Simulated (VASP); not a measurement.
# NbRe3Pd (Pm-3m) in VASP: a series of runs

NbRe3Pd is run at these levels: PBE; tasks: relaxation of cell and atoms, single point.

Program: VASP 6.6.1. These are calculated values, not measurements. Logs are shortened: lines on timing, memory, paths and dates and some standing lists are left out, and cuts for length are marked.

### 1 The cell of the first run

It takes space group Pm-3m (No. 221, cubic). Conventional cell: a = 4.109 Å, b = 4.109 Å, c = 4.109 Å, α = 90.00°, β = 90.00°, γ = 90.00°. Within 3.8 Å of Nb (site symmetry m-3m) lie 12 Re at 2.91 Å and 8 Pd at 3.56 Å. Within 2.7 Å of Re (site symmetry 4/mmm) lie 2 Pd at 2.05 Å. Pd (site symmetry m-3m) has 6 Re at 2.05 Å within 2.7 Å.

### 2 Relaxation of cell and atoms, PBE

File INCAR:

```
SYSTEM = NbRe3Pd
PREC = Accurate
ENCUT = 600
EDIFF = 1E-6
ISMEAR = 0
SIGMA = 0.1
LREAL = .FALSE.
LASPH = .TRUE.
NELM = 80
ALGO = Fast
ISIF = 3
LWAVE = .FALSE.
LCHARG = .FALSE.
GGA = PE
IBRION = 2
NSW = 90
EDIFFG = -0.04
```

File KPOINTS:

```
regular mesh
0
G
  4 4 4
  0 0 0
```

File POSCAR:

```
NbRe3Pd
1.0
    4.1089328624      0.0000000000      0.0000000000
    0.0000000000      4.1089328624      0.0000000000
    0.0000000000      0.0000000000      4.1089328624
Nb Re Pd
1 3 1
Direct
    0.0000000000      0.0000000000      0.0000000000
    0.0000000000      0.5000000000      0.5000000000
    0.5000000000      0.0000000000      0.5000000000
    0.5000000000      0.5000000000      0.0000000000
    0.5000000000      0.5000000000      0.5000000000
```

Potentials or basis: VASP PAW PBE potentials, release 64 (Nb_sv, Re, Pd).

On the command line:

```
cat potpaw_PBE.64/Nb_sv/POTCAR potpaw_PBE.64/Re/POTCAR potpaw_PBE.64/Pd/POTCAR > POTCAR
mpirun -np 1 vasp_std > vasp.out
```

OUTCAR:

```text
SYSTEM = NbRe3Pd
   PREC = Accurate
   ENCUT = 600
   EDIFF = 1E-6
   ISMEAR = 0
   LREAL = .FALSE.
   LASPH = .TRUE.
   NELM = 80
   ISIF = 3
   GGA = PE
   IBRION = 2
   NSW = 90
   EDIFFG = -0.04

 ion  position               nearest neighbor table
   1  0.000  0.000  0.000-   2 2.91   3 2.91   4 2.91   2 2.91   3 2.91   2 2.91   4 2.91   2 2.91
                             3 2.91   4 2.91   3 2.91   4 2.91
   2  0.000  0.500  0.500-   5 2.05   5 2.05   4 2.91   1 2.91   1 2.91   4 2.91   1 2.91   3 2.91
                             1 2.91   3 2.91   4 2.91   3 2.91   4 2.91   3 2.91
   3  0.500  0.000  0.500-   5 2.05   5 2.05   4 2.91   1 2.91   1 2.91   4 2.91   2 2.91   4 2.91
                             2 2.91   4 2.91   1 2.91   2 2.91   1 2.91   2 2.91
   4  0.500  0.500  0.000-   5 2.05   5 2.05   3 2.91   1 2.91   2 2.91   3 2.91   2 2.91   1 2.91
                             3 2.91   3 2.91   1 2.91   2 2.91   2 2.91   1 2.91
   5  0.500  0.500  0.500-   2 2.05   3 2.05   4 2.05   4 2.05   3 2.05   2 2.05

  LATTYP: Found a simple cubic cell.
 ALAT       =     4.1089328624

  Lattice vectors:

 A1 = (   4.1089328624,   0.0000000000,   0.0000000000)
 A2 = (   0.0000000000,   4.1089328624,   0.0000000000)
 A3 = (   0.0000000000,   0.0000000000,   4.1089328624)

Analysis of symmetry for initial positions (statically):
=====================================================================
 Subroutine PRICEL returns:
 Original cell was already a primitive cell.

 Routine SETGRP: Setting up the symmetry group for a
 simple cubic supercell.

 Subroutine GETGRP returns: Found 48 space group operations
 (whereof 48 operations were pure point group operations)
 out of a pool of 48 trial point group operations.

The static configuration has the point symmetry O_h .

Analysis of symmetry for dynamics (positions and initial velocities):
=====================================================================
 Subroutine PRICEL returns:
 Original cell was already a primitive cell.

 Routine SETGRP: Setting up the symmetry group for a
 simple cubic supercell.

 Subroutine GETGRP returns: Found 48 space group operations
 (whereof 48 operations were pure point group operations)
 out of a pool of 48 trial point group operations.

The dynamic configuration has the point symmetry O_h .

 Subroutine INISYM returns: Found 48 space group operations
 (whereof 48 operations are pure point group operations),
 and found     1 'primitive' translations

----------------------------------------------------------------------------------------

                                     Primitive cell

  volume of cell :      69.3725

  direct lattice vectors                    reciprocal lattice vectors
     4.108932862  0.000000000  0.000000000     0.243372193  0.000000000  0.000000000
     0.000000000  4.108932862  0.000000000     0.000000000  0.243372193  0.000000000
     0.000000000  0.000000000  4.108932862     0.000000000  0.000000000  0.243372193

  length of vectors
     4.108932862  4.108932862  4.108932862     0.243372193  0.243372193  0.243372193

  position of ions in fractional coordinates (direct lattice)
     0.000000000  0.000000000  0.000000000
     0.000000000  0.500000000  0.500000000
     0.500000000  0.000000000  0.500000000
     0.500000000  0.500000000  0.000000000
     0.500000000  0.500000000  0.500000000

  ion indices of the primitive-cell ions
   primitive index   ion index
                 1           1
                 2           2
                 3           3
                 4           4
                 5           5

----------------------------------------------------------------------------------------

 KPOINTS: regular mesh

Automatic generation of k-mesh.
 Grid dimensions read from file:
 generate k-points for:    4    4    4

 Generating k-lattice:

  Cartesian coordinates                     Fractional coordinates (reciprocal lattice)
     0.060843048  0.000000000  0.000000000     0.250000000  0.000000000  0.000000000
     0.000000000  0.060843048  0.000000000     0.000000000  0.250000000  0.000000000
     0.000000000  0.000000000  0.060843048     0.000000000  0.000000000  0.250000000

  Length of vectors
     0.060843048  0.060843048  0.060843048

  Shift w.r.t. Gamma in fractional coordinates (k-lattice)
     0.000000000  0.000000000  0.000000000

 Subroutine IBZKPT returns following result:
 ===========================================

 Found     10 irreducible k-points:

 Following reciprocal coordinates:
            Coordinates               Weight
  0.000000  0.000000  0.000000      1.000000
  0.250000  0.000000  0.000000      6.000000
  0.500000  0.000000  0.000000      3.000000
  0.250000  0.250000  0.000000     12.000000
  0.500000  0.250000  0.000000     12.000000
  0.500000  0.500000  0.000000      3.000000
  0.250000  0.250000  0.250000      8.000000
  0.500000  0.250000  0.250000     12.000000
  0.500000  0.500000  0.250000      6.000000
  0.500000  0.500000  0.500000      1.000000
   k-points           NKPTS =     10   k-points in BZ     NKDIM =     10   number of bands    NBANDS=     26
   number of dos      NEDOS =    301   number of ions     NIONS =      5
   total plane-waves  NPLWV =  46656
   dimension x,y,z NGX =    36 NGY =   36 NGZ =   36
   dimension x,y,z NGXF=    72 NGYF=   72 NGZF=   72
   ions per type =               1   3   1
   NGX,Y,Z   is equivalent  to a cutoff of  14.57, 14.57, 14.57 a.u.
   NGXF,Y,Z  is equivalent  to a cutoff of  29.13, 29.13, 29.13 a.u.
 SYSTEM =  NbRe3Pd
   PREC   = accura    normal or accurate (medium, high low for compatibility)
   ISTART =      0    job   : 0-new  1-cont  2-samecut
   ICHARG =      2    charge: 1-file 2-atom 10-const
   ISPIN  =      1    spin polarized calculation?
   LNONCOLLINEAR =      F non collinear calculations
   LSORBIT =      F    spin-orbit coupling
   LASPH  =      T    aspherical Exc in radial PAW
   ENCUT  =  600.0 eV  44.10 Ry    6.64 a.u.   8.21  8.21  8.21*2*pi/ulx,y,z
   NELM   =     80;   NELMIN=  2; NELMDL= -5     # of ELM steps
   EDIFF  = 0.1E-05   stopping-criterion for ELM
   LREAL  =      F    real-space projection
   EDIFFG = -.4E-01   stopping-criterion for IOM
   NSW    =     90    number of steps for IOM
   IBRION =      2    ionic relax: 0-MD 1-quasi-New 2-CG
   NFREE  =      1    steps in history (QN), initial steepest desc. (CG)
   ISIF   =      3    stress and relaxation
   ISYM   =      2    0-nonsym 1-usesym 2-fastsym
   POTIM  = 0.5000    time-step for ionic-motion
   TEBEG  =    0.0;   TEEND  =   0.0 temperature during run
   PSTRESS=    0.0 pullay stress
   NELECT =      44.0000    total number of electrons
   NUPDOWN=      -1.0000    fix difference up-down
   EMIN   =  10.00;   EMAX   =-10.00  energy-range for DOS
   EFERMI =   0.00;   METHOD = LEGACY
   ISMEAR =     0;   SIGMA  =   0.10  broadening in eV -4-tet -1-fermi 0-gaus
   EFERMI_NEDOS =   21; number of points for ismear=-14 and -15
   IALGO  =     68    algorithm
   IMIX   =      4    mixing-type and parameters
     AMIX     =   0.40;   BMIX     =  1.00
     AMIX_MAG =   1.60;   BMIX_MAG =  1.00
  volume/ion in A,a.u.               =      13.87        93.63
  Fermi-wavevector in a.u.,A,eV,Ry     =   1.406576  2.658044 26.918546  1.978457
  Thomas-Fermi vector in A             =   2.528923
   LORBIT       =      0    0 simple, 1 ext, 2 COOP (PROOUT), +10 PAW based schemes
   GGA     = PE    functional components
   LHFCALC =     F    Hartree Fock is set to
   AEXX    =    0.0000 exact exchange contribution
   IVDW    =     0    specifies the selected vdW correction
   LEPSILON=     F    determine dielectric tensor
   LRPA    =     F    only Hartree local field effects (RPA)
 conjugate gradient relaxation of ions
 non-spin polarized calculation
 RMM-DIIS sequential band-by-band and
 Gauss-broadening in eV      SIGMA  =   0.10
  energy-cutoff  :      600.00
  volume of cell :       69.37
 maximum number of plane-waves:      2360
 NGX is ok and might be reduce to    36
   NGX = 17   NGY = 17   NGZ = 17

--------------------------------------- Ionic step        1  -------------------------------------------

 number of electron      43.9999994 magnetization

 Free energy of the ion-electron system (eV)
  ---------------------------------------------------
  ext. energy  EPLUGINS =         0.00000000
  ---------------------------------------------------
  free energy    TOTEN  =       -32.04311211 eV

  energy without entropy =      -31.98125189  energy(sigma->0) =      -32.01218200

 E-fermi :  11.2332     XC(G=0): -13.7850

 val. band max:       11.2129132493   @ k =   0.5000   0.2500   0.0000
 cond. band min:      11.2521428235   @ k =   0.5000   0.2500   0.0000
 fundamental gap:      0.0392295742
 Fermi energy:        11.2331709167

 k-point     1 :       0.0000    0.0000    0.0000
  band No.  band energies     occupation
      1     -43.4674      2.00000
      2     -19.5382      2.00000
      3     -19.5382      2.00000
      4     -19.5382      2.00000
      5      -0.1070      2.00000
      6      -0.1070      2.00000
[... 768 lines left out ...]
  energy  without entropy=      -40.9181412021  energy(sigma->0) =      -40.95607494

--------------------------------------- Ionic step        6  -------------------------------------------

 number of electron      43.9999998 magnetization

 Free energy of the ion-electron system (eV)
  ---------------------------------------------------
  ext. energy  EPLUGINS =         0.00000000
  ---------------------------------------------------
  free energy    TOTEN  =       -41.05778817 eV

  energy without entropy =      -40.98075378  energy(sigma->0) =      -41.01927097

 E-fermi :   6.6956     XC(G=0): -11.8992

 val. band max:        6.6581512934   @ k =   0.5000   0.2500   0.2500
 cond. band min:       6.6961778827   @ k =   0.5000   0.2500   0.0000
 fundamental gap:      0.0380265892
 Fermi energy:         6.6956308398

 k-point     1 :       0.0000    0.0000    0.0000
  band No.  band energies     occupation
      1     -48.8705      2.00000
      2     -24.8059      2.00000
      3     -24.8059      2.00000
      4     -24.8059      2.00000
      5      -1.4512      2.00000
      6      -1.1899      2.00000
[... 279 lines left out ...]
     25       8.2995      0.00000
     26       8.9514      0.00000

------------------------ aborting loop because EDIFF is reached ----------------------------------------

  FORCE on cell =-STRESS in cart. coord.  units (eV):
  Direction    XX          YY          ZZ          XY          YZ          ZX
  --------------------------------------------------------------------------------------
  -------------------------------------------------------------------------------------
  Total       -0.0942440     -0.0942440     -0.0942440      0.0000000      0.0000000      0.0000000
  in kB       -1.5364667     -1.5364667     -1.5364667      0.0000000      0.0000000      0.0000000
  external PRESSURE =      -1.5364667 kB  Pullay stress =       0.0000000 kB

 VOLUME and BASIS-vectors are now :
 -----------------------------------------------------------------------------
  energy-cutoff  :      600.00
  volume of cell :       98.27
      direct lattice vectors                 reciprocal lattice vectors
     4.614737610 -0.000000000  0.000000000     0.216697044 -0.000000000  0.000000000
     0.000000000  4.614737610  0.000000000     0.000000000  0.216697044  0.000000000
    -0.000000000 -0.000000000  4.614737610    -0.000000000 -0.000000000  0.216697044
[... 11 lines left out ...]
  FREE ENERGIE OF THE ION-ELECTRON SYSTEM (eV)
  ---------------------------------------------------
  free  energy   TOTEN  =       -41.0577881680 eV

  energy  without entropy=      -40.9807537798  energy(sigma->0) =      -41.01927097

 reached required accuracy - stopping structural energy minimisation
```

Run time: 9.4 min. Hardware: 1 thread of AMD EPYC 9R45 (Zen 5), shared host; peak memory 0.2 GiB.

Results:

- Free energy: -41.0578 eV
- Relaxed volume: 19.65 Å³/atom
- Relaxed cell: a = 4.615 Å, b = 4.615 Å, c = 4.615 Å, α = 90.00°, β = 90.00°, γ = 90.00°
- Space group after relaxing (to 0.1 Å): Pm-3m (No. 221)
- Pressure after relaxing: -0.2 GPa
- Band gap on the k mesh: zero (bands 22 and 23 overlap by 1.48 eV)

Final structure:
```
Nb Re Pd
1.0
     4.61474    0.00000    0.00000
     0.00000    4.61474    0.00000
     0.00000    0.00000    4.61474
Nb Re Pd
1 3 1
Direct
  0.00000 0.00000 0.00000
  0.00000 0.50000 0.50000
  0.50000 0.00000 0.50000
  0.50000 0.50000 0.00000
  0.50000 0.50000 0.50000
```

Levels at points of the mesh, in eV from the Fermi level:
| k point | band 18 | band 19 | band 20 | band 21 | band 22 | band 23 | band 24 | band 25 |
| --- | --- | --- | --- | --- | --- | --- | --- | --- |
| (0.00, 0.00, 0.00) | 0.62 | 0.79 | 0.85 | 0.86 | 1.15 | 1.33 | 1.34 | 1.42 |
| (0.50, 0.00, 0.00) | -0.85 | -0.85 | -0.42 | -0.14 | 0.45 | 0.47 | 0.47 | 0.72 |
| (0.50, 0.50, 0.00) | -1.12 | -1.11 | -1.11 | -0.96 | -0.47 | -0.34 | -0.34 | -0.21 |
| (0.50, 0.50, 0.50) | -1.63 | -1.63 | -1.63 | -0.63 | -0.63 | 1.22 | 1.31 | 1.60 |

Caveat: the k points lie up to 0.34 Å⁻¹ apart in the final cell, too coarse for converged energies and pressures of a metal; the volume moved by over 15 % at a fixed basis, so the end points are rough; spin-orbit coupling is left out, which moves the levels of the heavy elements.

### 3 Single point, PBE

This run uses another cell than the first one, of 19.84 Å³/atom.

File INCAR:

```
SYSTEM = NbRe3Pd
PREC = Accurate
ENCUT = 520
EDIFF = 1E-6
ISMEAR = 0
SIGMA = 0.1
LREAL = .FALSE.
LASPH = .TRUE.
NELM = 80
ALGO = Normal
ISIF = 2
LWAVE = .FALSE.
LCHARG = .FALSE.
GGA = PE
NBANDS = 30
```

File KPOINTS:

```
Automatic mesh
0
G
  8 8 8
  0 0 0
```

POSCAR: that of step 2 with these lines changed.

```diff
@@ -2,5 +2,5 @@
 1.0
-    4.1089328624      0.0000000000      0.0000000000
-    0.0000000000      4.1089328624      0.0000000000
-    0.0000000000      0.0000000000      4.1089328624
+    4.6289325905      0.0000000000      0.0000000000
+    0.0000000000      4.6289325905      0.0000000000
+    0.0000000000      0.0000000000      4.6289325905
 Nb Re Pd
```

Potentials or basis: VASP PAW PBE potentials, release 64 (Nb_sv, Re, Pd).

On the command line:

```
cat potpaw_PBE.64/Nb_sv/POTCAR potpaw_PBE.64/Re/POTCAR potpaw_PBE.64/Pd/POTCAR > POTCAR
mpirun -np 1 vasp_std > vasp.out
```

Wall time 90 s (1 thread of AMD EPYC 9R45 (Zen 5), shared host); peak memory 0.24 GiB.

Results (log left out):

```
Free energy            : -40.9473 eV
Pressure               : -1.4 GPa
Band gap on the k mesh : zero (bands 22 and 23 overlap by 1.22 eV)
```

Levels at points of the mesh, in eV from the Fermi level:
```csv
k point,band 20,band 21,band 22,band 23,band 24,band 25
"(0.00, 0.00, 0.00)",0.81,0.81,0.81,1.29,1.29,1.29
"(0.50, 0.00, 0.00)",-0.45,-0.18,0.39,0.39,0.42,0.67
"(0.50, 0.50, 0.00)",-1.12,-1.00,-0.48,-0.38,-0.38,-0.25
"(0.50, 0.50, 0.50)",-1.63,-0.67,-0.67,0.66,0.66,0.66
```

Caveat: spin-orbit coupling is left out, which moves the levels of the heavy elements.

(Part 1 of 2 ends here.)
